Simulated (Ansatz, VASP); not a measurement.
# Rh: VASP beside Ansatz

```xyz
1
Lattice="0.0000 1.9149 1.9149 1.9149 0.0000 1.9149 1.9149 1.9149 0.0000" Properties=species:S:1:pos:R:3 pbc="T T T"
Rh    0.0000    0.0000    0.0000
```

Alike in both runs: functional PBE; k mesh 18 × 18 × 18; occupations gaussian, width 0.1 eV; no spin polarisation.

Ansatz relaxed the structure, and its values are those at the end. VASP's run is a single point on that final structure, the one shown.

|  | VASP | Ansatz |
| --- | --- | --- |
| version | VASP 6.6.1 | Ansatz 0.2.0 |
| potentials or method | VASP PAW PBE potentials, release 64 (Rh_pv), cutoff 500 eV | scalar-relativistic, plane waves, PAW |
| valence electrons in the cell | 15 | 17 |

|  | VASP | Ansatz | Ansatz less VASP |
| --- | --- | --- | --- |
| gap on the k mesh at the Fermi level (eV) | none | none | - |
| pressure (GPa) | 0.1 | 0.0 | -0.10 |

A gap of «none» marks a metal or a gap that the smearing closes. The functional is the same, so the differences come from potentials, cutoffs and numerics. VASP's potentials hold 15 valence electrons a cell and Ansatz's 17, so a difference there can come from the potentials and not from the codes.
